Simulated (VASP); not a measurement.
# SbS3 (Pm-3m) in VASP: a series of runs

SbS3 is run at these levels: PBE; tasks: single point, relaxation of cell and atoms.

All numbers are computed with VASP 6.6.1; they aren't measurements. Logs are shortened: lines on timing, memory, paths and dates and some standing lists are left out, and cuts for length are marked.

### 1 The cell of the first run

Symmetry: Pm-3m, No. 221, cubic system. Conventional cell: a = 4.955 Å, b = 4.955 Å, c = 4.955 Å, α = 90.00°, β = 90.00°, γ = 90.00°. Sb (site symmetry m-3m) has 6 S at 2.48 Å within 3.3 Å. Within 3.3 Å of S (site symmetry 4/mmm) lie 2 Sb at 2.48 Å.

### 2 Single point, PBE

INCAR reads:

```
SYSTEM = SbS3
PREC = Accurate ; ENCUT = 520
EDIFF = 1E-6 ; ISMEAR = 0
SIGMA = 0.1 ; LREAL = .FALSE.
LASPH = .TRUE. ; NELM = 80
ALGO = Normal ; ISIF = 2
LWAVE = .FALSE. ; LCHARG = .FALSE.
GGA = PE ; NBANDS = 20
```

KPOINTS reads:

```
Automatic mesh
0
G
  4 4 4
  0 0 0
```

POSCAR reads:

```
SbS3
1.0
    4.9554307600      0.0000000000      0.0000000000
    0.0000000000      4.9554307600      0.0000000000
    0.0000000000      0.0000000000      4.9554307600
Sb S
1 3
Direct
    0.0000000000      0.0000000000      0.0000000000
    0.5000000000      0.0000000000      0.0000000000
    0.0000000000      0.5000000000      0.0000000000
    0.0000000000      0.0000000000      0.5000000000
```

Potentials or basis: VASP PAW PBE potentials, release 64 (Sb, S).

The run is started by

```console
cat potpaw_PBE.64/Sb/POTCAR potpaw_PBE.64/S/POTCAR > POTCAR
mpirun -np 1 vasp_std > vasp.out
```

OUTCAR:

```text
SYSTEM = SbS3
   PREC = Accurate
   ENCUT = 520
   EDIFF = 1E-6
   ISMEAR = 0
   LREAL = .FALSE.
   LASPH = .TRUE.
   NELM = 80
   ISIF = 2
   GGA = PE

 ion  position               nearest neighbor table
   1  0.000  0.000  0.000-   2 2.48   3 2.48   4 2.48   4 2.48   3 2.48   2 2.48
   2  0.500  0.000  0.000-   1 2.48   1 2.48
   3  0.000  0.500  0.000-   1 2.48   1 2.48
   4  0.000  0.000  0.500-   1 2.48   1 2.48

  LATTYP: Found a simple cubic cell.
 ALAT       =     4.9554307600

  Lattice vectors:

 A1 = (   4.9554307600,   0.0000000000,   0.0000000000)
 A2 = (   0.0000000000,   4.9554307600,   0.0000000000)
 A3 = (   0.0000000000,   0.0000000000,   4.9554307600)

Analysis of symmetry for initial positions (statically):
=====================================================================
 Subroutine PRICEL returns:
 Original cell was already a primitive cell.

 Routine SETGRP: Setting up the symmetry group for a
 simple cubic supercell.

 Subroutine GETGRP returns: Found 48 space group operations
[... 9 lines left out ...]

 Routine SETGRP: Setting up the symmetry group for a
 simple cubic supercell.

 Subroutine GETGRP returns: Found 48 space group operations
[... 11 lines left out ...]
                                     Primitive cell

  volume of cell :     121.6870

  direct lattice vectors                    reciprocal lattice vectors
     4.955430760  0.000000000  0.000000000     0.201798804  0.000000000  0.000000000
     0.000000000  4.955430760  0.000000000     0.000000000  0.201798804  0.000000000
     0.000000000  0.000000000  4.955430760     0.000000000  0.000000000  0.201798804

  length of vectors
     4.955430760  4.955430760  4.955430760     0.201798804  0.201798804  0.201798804

  position of ions in fractional coordinates (direct lattice)
     0.000000000  0.000000000  0.000000000
     0.500000000  0.000000000  0.000000000
     0.000000000  0.500000000  0.000000000
     0.000000000  0.000000000  0.500000000

  ion indices of the primitive-cell ions
   primitive index   ion index
                 1           1
                 2           2
                 3           3
                 4           4

----------------------------------------------------------------------------------------

 KPOINTS: Automatic mesh

Automatic generation of k-mesh.
 Grid dimensions read from file:
 generate k-points for:    4    4    4
[... 45 lines left out ...]
   LSORBIT =      F    spin-orbit coupling
   LASPH  =      T    aspherical Exc in radial PAW
   ENCUT  =  520.0 eV  38.22 Ry    6.18 a.u.   9.21  9.21  9.21*2*pi/ulx,y,z
   NELM   =     80;   NELMIN=  2; NELMDL= -5     # of ELM steps
   EDIFF  = 0.1E-05   stopping-criterion for ELM
   LREAL  =      F    real-space projection
   EDIFFG = 0.1E-04   stopping-criterion for IOM
   NSW    =      0    number of steps for IOM
   IBRION =     -1    ionic relax: 0-MD 1-quasi-New 2-CG
   NFREE  =      0    steps in history (QN), initial steepest desc. (CG)
   ISIF   =      2    stress and relaxation
   ISYM   =      2    0-nonsym 1-usesym 2-fastsym
   POTIM  = 0.5000    time-step for ionic-motion
   TEBEG  =    0.0;   TEEND  =   0.0 temperature during run
   PSTRESS=    0.0 pullay stress
   NELECT =      23.0000    total number of electrons
   NUPDOWN=      -1.0000    fix difference up-down
   EMIN   =  10.00;   EMAX   =-10.00  energy-range for DOS
   EFERMI =   0.00;   METHOD = LEGACY
   ISMEAR =     0;   SIGMA  =   0.10  broadening in eV -4-tet -1-fermi 0-gaus
   EFERMI_NEDOS =   21; number of points for ismear=-14 and -15
   IALGO  =     38    algorithm
   IMIX   =      4    mixing-type and parameters
     AMIX     =   0.40;   BMIX     =  1.00
     AMIX_MAG =   1.60;   BMIX_MAG =  1.00
  volume/ion in A,a.u.               =      30.42       205.30
  Fermi-wavevector in a.u.,A,eV,Ry     =   0.939513  1.775422 12.009649  0.882684
  Thomas-Fermi vector in A             =   2.066832
   LORBIT       =      0    0 simple, 1 ext, 2 COOP (PROOUT), +10 PAW based schemes
   GGA     = PE    functional components
   LHFCALC =     F    Hartree Fock is set to
   AEXX    =    0.0000 exact exchange contribution
   IVDW    =     0    specifies the selected vdW correction
   LEPSILON=     F    determine dielectric tensor
   LRPA    =     F    only Hartree local field effects (RPA)
 non-spin polarized calculation
 Gauss-broadening in eV      SIGMA  =   0.10
  energy-cutoff  :      520.00
  volume of cell :      121.69
 maximum number of plane-waves:      3328
 NGX is ok and might be reduce to    40
   NGX = 19   NGY = 19   NGZ = 19

 number of electron      23.0000003 magnetization

 Free energy of the ion-electron system (eV)
  ---------------------------------------------------
  ext. energy  EPLUGINS =         0.00000000
  ---------------------------------------------------
  free energy    TOTEN  =       -13.64180094 eV

  energy without entropy =      -13.59061547  energy(sigma->0) =      -13.61620820

 E-fermi :   1.4400     XC(G=0):  -7.8266

 val. band max:        1.4330497442   @ k =   0.2500   0.2500   0.0000
 cond. band min:       1.4429594184   @ k =   0.5000   0.2500   0.2500
 fundamental gap:      0.0099096742
 Fermi energy:         1.4399840457

 k-point     1 :       0.0000    0.0000    0.0000
  band No.  band energies     occupation
      1     -12.7121      2.00000
      2      -9.5968      2.00000
      3      -9.5968      2.00000
      4      -4.1640      2.00000
      5      -4.1640      2.00000
      6      -4.1640      2.00000
[... 219 lines left out ...]
     19      10.9553      0.00000
     20      10.9555      0.00000

------------------------ aborting loop because EDIFF is reached ----------------------------------------

  FORCE on cell =-STRESS in cart. coord.  units (eV):
  Direction    XX          YY          ZZ          XY          YZ          ZX
  --------------------------------------------------------------------------------------
  -------------------------------------------------------------------------------------
  Total        2.6028830      2.6028830      2.6028830     -0.0000000      0.0000000     -0.0000000
  in kB       34.2705441     34.2705441     34.2705441     -0.0000000      0.0000000     -0.0000000
  external PRESSURE =      34.2705441 kB  Pullay stress =       0.0000000 kB

 VOLUME and BASIS-vectors are now :
 -----------------------------------------------------------------------------
  energy-cutoff  :      520.00
  volume of cell :      121.69
      direct lattice vectors                 reciprocal lattice vectors
     4.955430760  0.000000000  0.000000000     0.201798804  0.000000000  0.000000000
     0.000000000  4.955430760  0.000000000     0.000000000  0.201798804  0.000000000
     0.000000000  0.000000000  4.955430760     0.000000000  0.000000000  0.201798804

 POSITION                                       TOTAL-FORCE (eV/Angst)
 -----------------------------------------------------------------------------------
      0.00000      0.00000      0.00000         0.000000      0.000000      0.000000
      2.47772      0.00000      0.00000         0.000000      0.000000      0.000000
      0.00000      2.47772      0.00000         0.000000      0.000000      0.000000
      0.00000      0.00000      2.47772         0.000000      0.000000      0.000000
 -----------------------------------------------------------------------------------
    total drift:                                0.000000      0.000000     -0.000000

  FREE ENERGIE OF THE ION-ELECTRON SYSTEM (eV)
  ---------------------------------------------------
  free  energy   TOTEN  =       -13.6418009358 eV

  energy  without entropy=      -13.5906154719  energy(sigma->0) =      -13.61620820
```

OSZICAR:

```text
N       E                     dE             d eps       ncg     rms          rms(c)
DAV:   1     0.117719084705E+03    0.11772E+03   -0.84574E+03   400   0.894E+02
DAV:   2    -0.393121207720E+01   -0.12165E+03   -0.11889E+03   556   0.169E+02
DAV:   3    -0.141007259742E+02   -0.10170E+02   -0.10012E+02   504   0.534E+01
DAV:   4    -0.142669827466E+02   -0.16626E+00   -0.16608E+00   556   0.796E+00
DAV:   5    -0.142705468872E+02   -0.35641E-02   -0.35640E-02   556   0.113E+00    0.971E+00
DAV:   6    -0.136506833954E+02    0.61986E+00   -0.25244E+00   456   0.489E+00    0.725E+00
DAV:   7    -0.136432976799E+02    0.73857E-02   -0.16168E-01   508   0.173E+00    0.287E+00
DAV:   8    -0.136416058769E+02    0.16918E-02   -0.72251E-03   536   0.449E-01    0.614E-01
DAV:   9    -0.136417407873E+02   -0.13491E-03   -0.55095E-04   504   0.135E-01    0.123E-01
DAV:  10    -0.136417882023E+02   -0.47415E-04   -0.36377E-05   520   0.348E-02    0.268E-02
DAV:  11    -0.136418008113E+02   -0.12609E-04   -0.10387E-05   508   0.201E-02    0.102E-02
DAV:  12    -0.136418009358E+02   -0.12454E-06   -0.14750E-06   412   0.636E-03
   1 F= -.13641801E+02 E0= -.13616208E+02  d E =-.511855E-01
```

Run time: 21 s. Hardware: 1 thread of Intel Xeon 6975P-C, shared host; peak memory 0.24 GiB.

Results:

```
Free energy : -13.6418 eV
Pressure    : 3.4 GPa
```

Caveat: spin-orbit coupling is left out, which moves the levels of the heavy elements.

### 3 Single point, PBE

This run uses another cell than the first one, of 32.76 Å³/atom, 1.077 times its volume.

INCAR reads:

```
PREC     = Accurate       # precision mode
ENCUT    = 520            # plane-wave cutoff, eV
EDIFF    = 1E-7           # SCF threshold, eV
ISMEAR   = 0              # smearing method
SIGMA    = 0.1            # smearing width, eV
LREAL    = F              # projectors in reciprocal space
LASPH    = T              # aspherical terms in the spheres
NELM     = 80             # most SCF steps
ALGO     = Normal         # electronic algorithm
ISIF     = 2              # what is computed and relaxed
LWAVE    = F              # write WAVECAR
LCHARG   = T              # write CHGCAR
GGA      = PE             # functional
LELF     = T              # ELF
LVHAR    = T            
NBANDS   = 20             # bands
```

KPOINTS reads:

```
regular mesh
0
Gamma
  4 4 4
```

POSCAR reads:

```
SbS3
1.0
    5.0795247379      0.0000000000      0.0000000000
    0.0000000000      5.0795247379      0.0000000000
    0.0000000000      0.0000000000      5.0795247379
Sb S
1 3
Direct
    0.0000000000      0.0000000000      0.0000000000
    0.5000000000      0.0000000000      0.0000000000
    0.0000000000      0.5000000000      0.0000000000
    0.0000000000      0.0000000000      0.5000000000
```

Potentials or basis: VASP PAW PBE potentials, release 64 (Sb, S).

The run is started by

```console
cat potpaw_PBE.64/Sb/POTCAR potpaw_PBE.64/S/POTCAR > POTCAR
mpirun -np 1 vasp_std > vasp.out
```

Wall time 30 s (1 thread of Intel Xeon 6975P-C, shared host); peak memory 0.24 GiB.

The run converged. Its results:

```yaml
Free_energy: -13.7262 eV
Pressure: -0.3 GPa
```

Levels at points of the mesh, in eV from the Fermi level:
```
           k point  band 7  band 8  band 9  band 10  band 11  band 12  band 13  band 14  band 15  band 16
(0.00, 0.00, 0.00)   -5.24   -0.39   -0.39    -0.39    -0.37    -0.37    -0.37     5.66     6.32     6.32
(0.50, 0.00, 0.00)   -1.69   -0.94   -0.94    -0.62    -0.36    -0.36     0.51     2.93     6.55     7.39
(0.50, 0.50, 0.00)   -1.34   -1.23   -1.23    -0.90    -0.90     0.58     2.08     2.39     2.39     6.82
(0.50, 0.50, 0.50)   -2.16   -1.32   -1.32     0.59     0.59     0.59     1.58     1.58     1.58     3.74
```

Caveat: spin-orbit coupling is left out, which moves the levels of the heavy elements.

### 4 Relaxation of cell and atoms, PBE

INCAR reads:

```
SYSTEM = SbS3
ALGO = Normal
EDIFF = 1E-6
EDIFFG = -0.04
ENCUT = 600
GGA = PE
IBRION = 2
ISIF = 3
ISMEAR = 0
LASPH = .TRUE.
LCHARG = .FALSE.
LREAL = .FALSE.
LWAVE = .FALSE.
NELM = 80
NSW = 90
PREC = Accurate
SIGMA = 0.1
```

KPOINTS reads:

```
k-points
0
G
  4 4 4
  0 0 0
```

POSCAR reads:

```
SbS3
1.0
    4.9554307600      0.0000000000      0.0000000000
    0.0000000000      4.9554307600      0.0000000000
    0.0000000000      0.0000000000      4.9554307600
Sb S
1 3
Direct
    0.0000000000      0.0000000000      0.0000000000
    0.5000000000      0.0000000000      0.0000000000
    0.0000000000      0.5000000000      0.0000000000
    0.0000000000      0.0000000000      0.5000000000
```

The run is started by

```console
cat potpaw_PBE.64/Sb/POTCAR potpaw_PBE.64/S/POTCAR > POTCAR
mpirun -np 1 vasp_std > vasp.out
```

It took 52 s on 1 thread of Intel Xeon 6975P-C, shared host; peak memory 0.25 GiB.

The run converged. Its results:

- Free energy: -13.7269 eV
- Relaxed volume: 32.52 Å³/atom
- Relaxed cell: a = 5.067 Å, b = 5.067 Å, c = 5.067 Å, α = 90.00°, β = 90.00°, γ = 90.00°
- Space group after relaxing (to 0.05 Å): Pm-3m (No. 221)
- Energy gained by relaxing: 21.2 meV/atom
- Ionic steps: 3
- Pressure after relaxing: 0.0 GPa

Step by step:
```tsv
step	energy change (eV)	largest force (eV/Å)	pressure (GPa)	volume (Å³)
1	0.0000	0.0000	3.44	121.69
2	-0.0728	0.0000	-1.08	133.57
3	-0.0848	0.0000	0.01	130.08
```

Final structure:
```
CELL_PARAMETERS angstrom
5.06689 0.00000 0.00000
0.00000 5.06689 0.00000
0.00000 0.00000 5.06689
ATOMIC_POSITIONS crystal
Sb 0.00000 0.00000 0.00000
S 0.50000 0.00000 0.00000
S 0.00000 0.50000 0.00000
S 0.00000 0.00000 0.50000
```

Levels at points of the mesh, in eV from the Fermi level:
```csv
k point,band 7,band 8,band 9,band 10,band 11,band 12,band 13,band 14,band 15
"(0.00, 0.00, 0.00)",-5.27,-0.40,-0.40,-0.40,-0.37,-0.37,-0.37,5.66,6.31
"(0.50, 0.00, 0.00)",-1.70,-0.95,-0.95,-0.63,-0.36,-0.36,0.54,2.95,6.55
"(0.50, 0.50, 0.00)",-1.34,-1.24,-1.24,-0.92,-0.92,0.58,2.12,2.41,2.41
"(0.50, 0.50, 0.50)",-2.19,-1.32,-1.32,0.59,0.59,0.59,1.61,1.61,1.61
```

Caveat: spin-orbit coupling is left out, which moves the levels of the heavy elements.

(Continued in part 2 of 2.)
